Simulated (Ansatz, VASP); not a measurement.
## One calculation of SnSe2, two programs

File INCAR:

```
SYSTEM = SnSe2
PREC = Accurate
ENCUT = 520
EDIFF = 1E-6
ISMEAR = -1
SIGMA = 0.05
LREAL = .FALSE.
LASPH = .TRUE.
NELM = 80
ALGO = Normal
ISIF = 2
LWAVE = .FALSE.
LCHARG = .FALSE.
GGA = PS
NBANDS = 20
```

File KPOINTS:

```
Automatic mesh
0
G
  8 8 5
  0 0 0
```

File POSCAR:

```
SnSe2
1.0
    3.7854220481      0.0000000000      0.0000000000
   -1.8927110241      3.2782716577      0.0000000000
    0.0000000000      0.0000000000      6.0948175511
Sn Se
1 2
Direct
    0.0000000000      0.0000000000      0.0000000000
    0.6666666667      0.3333333333      0.7510000000
    0.3333333333      0.6666666667      0.2490000000
```

The input input.yaml:

```yaml
crystal:
  lattice:
    - [3.7854220481, 0.0, 0.0]
    - [-1.8927110241, 3.2782716577, 0.0]
    - [0.0, 0.0, 6.0948175511]
  atoms:
    - { symbol: Sn, position: [0.0, 0.0, 0.0] }
    - { symbol: Se, position: [0.6666666667, 0.3333333333, 0.751] }
    - { symbol: Se, position: [0.3333333333, 0.6666666667, 0.249] }
kpoints:
  mp_grid: { grid: [8, 8, 5] }
scf:
  occupations: { method: fermi_dirac, width: 0.05 }
hamiltonian:
  xc: pbesol
  pseudopotentials: { kind: all_electron, lapw: { basis_error: 0.001 } }
output:
  forces: true
  stress: true
  eigenvalues: true
```

Change from the starting cell: volume scaled by 0.98.

Alike in both runs: task single point; functional PBEsol; k mesh 8 × 8 × 5; occupations fermi-dirac, width 0.05 eV; no spin polarisation.

```csv
,VASP,Ansatz
version,VASP 6.6.1,Ansatz 0.2.0
potentials or method,"VASP PAW PBE potentials, release 64 (Sn_d, Se), cutoff 520 eV","all-electron LAPW, scalar-relativistic"
```

Ansatz gave:

- gap on the k mesh at the Fermi level (eV): 0.77
- least direct gap on the mesh (eV): 1.10
- pressure (GPa): 4.1
- traceless stress, the component that is largest in VASP (GPa): 1.20
- rms of the force components (eV/Å): 0.380

Question: Estimate VASP's values.

Answer: gap on the k mesh at the Fermi level (eV): 0.76; least direct gap on the mesh (eV): 1.08; pressure (GPa): 4.3; traceless stress, the component that is largest in VASP (GPa): 1.20; rms of the force components (eV/Å): 0.391.

VASP's potentials were made for PBE, not for PBEsol. Atom by atom the forces differ by 0.012 eV/Å (rms over components). Ansatz ran all-electron here, and VASP with PAW potentials.
